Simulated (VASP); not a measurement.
# AlAu2: single point with LDA

The system is AlAu2.

```xyz
3
Lattice="-1.6358 1.6358 4.0979 1.6358 -1.6358 4.0979 1.6358 1.6358 -4.0979" Properties=species:S:1:pos:R:3 pbc="T T T"
Al    0.0000    0.0000    0.0000
Au    0.0000    0.0000    5.3849
Au    0.0000    0.0000    2.8108
```

```
Program             : VASP 6.6.1
Task                : single point
Functional          : LDA
Potentials or basis : VASP PAW LDA potentials, release 64 (Al, Au)
Cutoff              : 520 eV
k mesh              : 16 × 16 × 16
Occupations         : gaussian, width 0.15 eV
Spin                : no spin polarisation
```

| Property | Result |
| --- | --- |
| Pressure | 17.4 GPa |
| Largest force | 0.789 eV/Å |
| Band gap on the k mesh | zero (an odd number of electrons rules out a gap without spin polarisation) |

Forces in eV/Å, atoms in the order of the input:
```
Al   0.000  0.000  0.000
Au   0.000  0.000  0.789
Au   0.000  0.000 -0.789
```

Stress tensor (GPa, compression positive):
```
13.81  0.00  0.00
 0.00 13.81  0.00
 0.00  0.00 24.67
```

Levels at points of the mesh, in eV from the Fermi level:
| k point | band 9 | band 10 | band 11 | band 12 | band 13 | band 14 | band 15 | band 16 | band 17 | band 18 |
| --- | --- | --- | --- | --- | --- | --- | --- | --- | --- | --- |
| (0.00, 0.00, 0.00) | -5.19 | -5.19 | -3.64 | -0.75 | 2.33 | 6.32 | 6.32 | 6.78 | 6.78 | 7.36 |
| (0.50, 0.00, 0.00) | -4.34 | -3.48 | -3.40 | -3.24 | -2.29 | 2.57 | 7.87 | 7.90 | 8.65 | 8.81 |
| (0.50, 0.50, 0.00) | -3.80 | -3.53 | -3.53 | -1.55 | 0.76 | 1.51 | 2.40 | 2.51 | 6.46 | 6.66 |
| (0.50, 0.50, 0.50) | -3.99 | -3.63 | -3.63 | -2.74 | 2.42 | 2.42 | 7.35 | 7.72 | 7.92 | 11.59 |

Run time: 13 min on 1 thread of Intel Xeon 8259CL (shared host), peak memory 0.4 GiB.

Caveat: the stress differs along the axes, from 14 to 25 GPa; spin-orbit coupling is left out, which moves the levels of the heavy elements.
